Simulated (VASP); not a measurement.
Write the native input for VASP 6.6.1 that does the following.

```yaml
Task: single point
Functional: PBEsol
Potentials_or_basis: VASP PAW PBE potentials, release 64 (Cs_sv)
Cutoff: 520 eV
k_mesh: 8 × 8 × 8
Occupations: fermi-dirac, width 0.1 eV
Spin: no spin polarisation
Dipole_correction: no
Further_INCAR_settings: ALGO = Normal; EDIFF = 1e-06; NBANDS = 10
```

The structure of Cs lies in POSCAR:

```
Cs
1.0
    0.0000000000      3.8081113733      3.8081113733
    3.8081113733      0.0000000000      3.8081113733
    3.8081113733      3.8081113733      0.0000000000
Cs
1
Direct
    0.0000000000      0.0000000000      0.0000000000
```

These files were run (other wordings do the same):

INCAR

```
SYSTEM = Cs
ALGO = Normal
EDIFF = 1E-6
ENCUT = 520
GGA = PS
ISIF = 2
ISMEAR = -1
LASPH = .TRUE.
LCHARG = .FALSE.
LREAL = .FALSE.
LWAVE = .FALSE.
NBANDS = 10
NELM = 100
PREC = Accurate
SIGMA = 0.1
```

KPOINTS

```
k-points
0
G
  8 8 8
  0 0 0
```

Potentials or basis: VASP PAW PBE potentials, release 64 (Cs_sv).

The run is started by

```bash
$ cat potpaw_PBE.64/Cs_sv/POTCAR > POTCAR
$ mpirun -np 1 vasp_std > vasp.out
```

It gave:

```json
{
  "Pressure": "0.0 GPa"
}
```

Caveat: the PAW data sets were made with another functional, which shifts forces and pressure a little.

It took 23 s on 1 thread of Intel Xeon 6975P-C (shared host), peak memory 0.24 GiB.
